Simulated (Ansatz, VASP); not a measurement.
In: VASP beside Ansatz

File INCAR:

```
PREC = Accurate
ENCUT = 520
EDIFF = 1E-6
ISMEAR = -1
SIGMA = 0.1
LREAL = F
LASPH = T
NELM = 80
ALGO = Normal
ISIF = 2
LWAVE = F
LCHARG = F
GGA = PS
NBANDS = 26
```

File KPOINTS:

```
Automatic mesh
0
Gamma
  8 8 11
```

Contents of POSCAR:

```
In
1.0
    5.4630536750      0.0000000000      0.0000000000
   -2.7315268375      4.7311432648      0.0000000000
    0.0000000000      0.0000000000      3.3719051885
In
3
Direct
    0.0000000000      1.0000000000      0.0000000000
    0.3333333333      0.6666666667      0.5000000000
    0.6666666667      0.3333333333      0.5000000000
```

Input for Ansatz:

```yaml
crystal:
  lattice:
    - [5.463053675, 0.0, 0.0]
    - [-2.7315268375, 4.7311432648, 0.0]
    - [0.0, 0.0, 3.3719051885]
  atoms:
    - { symbol: In, position: [0.0, 1.0, 0.0] }
    - { symbol: In, position: [0.3333333333, 0.6666666667, 0.5] }
    - { symbol: In, position: [0.6666666667, 0.3333333333, 0.5] }
hamiltonian:
  xc: pbesol
  pseudopotentials:
    kind: paw
    azcp:
      In: "pseudopotentials/In.paw.azcp"
basis:
  ecutwfc: 420
  fft_grid_basis: typed
kpoints:
  mp_grid: { grid: [8, 8, 11], shift: [0, 0, 0] }
magnetization:
  spin_polarized: false
scf:
  occupations: { method: fermi_dirac, width: 0.1 }
  lower_state_search: "off"
output:
  stress: true
```

Alike in both runs: task single point; functional PBEsol; k mesh 8 × 8 × 11; occupations fermi-dirac, width 0.1 eV; no spin polarisation.

|  | VASP | Ansatz |
| --- | --- | --- |
| version | VASP 6.6.1 | Ansatz 0.2.0 |
| potentials or method | VASP PAW PBE potentials, release 64 (In_d), cutoff 520 eV | plane waves (420 eV) with PAW, scalar-relativistic |
| valence electrons in the cell | 39 | 39 |

VASP gave:

```
pressure (GPa)                                                : -3.6
traceless stress, the component that is largest in VASP (GPa) : -0.10
```

Task: Estimate Ansatz's values.

Result: Pressure (GPa): -3.5; traceless stress, the component that is largest in VASP (GPa): -0.10.

VASP's potentials were made for PBE, not for PBEsol, and Ansatz warns of the same on its side. With one functional, cell and mesh, what is left measures potentials, basis and numerics.
